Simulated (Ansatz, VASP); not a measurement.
# Zn in VASP and in Ansatz

```
CELL_PARAMETERS angstrom
2.55093 0.00000 0.00000
-1.27547 2.20917 0.00000
0.00000 0.00000 4.85038
ATOMIC_POSITIONS crystal
Zn 0.33333 0.66667 0.25000
Zn 0.66667 0.33333 0.75000
```

Alike in both runs: functional LDA; k mesh 18 × 18 × 10; occupations gaussian, width 0.1 eV; no spin polarisation.

Ansatz relaxed the structure, and its values are those at the end. VASP's run is a single point on that final structure, the one shown.

|  | VASP | Ansatz |
| --- | --- | --- |
| version | VASP 6.6.1 | Ansatz 0.2.0 |
| potentials or method | VASP PAW LDA potentials, release 64 (Zn), cutoff 520 eV | scalar-relativistic, plane waves, PAW |
| valence electrons in the cell | 24 | 24 |

Ansatz gave:

| Item | Value |
| --- | --- |
| gap on the k mesh at the Fermi level (eV) | none |
| pressure (GPa) | 0.0 |

Task: Which values does VASP return?

Result: gap on the k mesh at the Fermi level (eV): none; pressure (GPa): 1.1.

Ansatz warns that its potentials were made for another functional, while VASP's fit it. LDA's correlation is that of Perdew and Zunger in VASP and of Perdew and Wang (1992) in Ansatz. A gap of «none» marks a metal or a gap that the smearing closes.
